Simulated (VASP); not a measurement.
Set up this calculation in VASP 6.6.1, as the native input.

```
Task                   : single point
Functional             : PBE
Potentials or basis    : VASP PAW PBE potentials, release 64 (La, C)
Cutoff                 : 520 eV
k mesh                 : 12 × 12 × 12
Occupations            : gaussian, width 0.05 eV
Spin                   : no spin polarisation
Dipole correction      : no
Further INCAR settings : ALGO = Normal; EDIFF = 1e-06; NBANDS = 14
```

The structure of LaC lies in POSCAR:

```
LaC
1.0
    0.0000000000      2.7165836941      2.7165836941
    2.7165836941      0.0000000000      2.7165836941
    2.7165836941      2.7165836941      0.0000000000
La C
1 1
Direct
    0.5000000000      0.5000000000      0.5000000000
    0.0000000000      0.0000000000      0.0000000000
```

The input as run:

INCAR

```
PREC = Accurate
ENCUT = 520
EDIFF = 1E-6
ISMEAR = 0
SIGMA = 0.05
LREAL = False
LASPH = True
NELM = 100
ALGO = Normal
ISIF = 2
LWAVE = False
LCHARG = False
GGA = PE
NBANDS = 14
```

KPOINTS

```
Automatic mesh
0
Gamma
  12 12 12
```

Potentials or basis: VASP PAW PBE potentials, release 64 (La, C).

The run is started by

```sh
$ cat potpaw_PBE.64/La/POTCAR potpaw_PBE.64/C/POTCAR > POTCAR
$ mpirun -np 1 vasp_std > vasp.out
```

Results of the run:

| Property | Result |
| --- | --- |
| Pressure | 0.0 GPa |

Wall time 67 s on 1 thread of Intel(R) Xeon(R) Platinum 8488C (Sapphire Rapids), with other jobs on the host, peak memory 0.21 GiB.
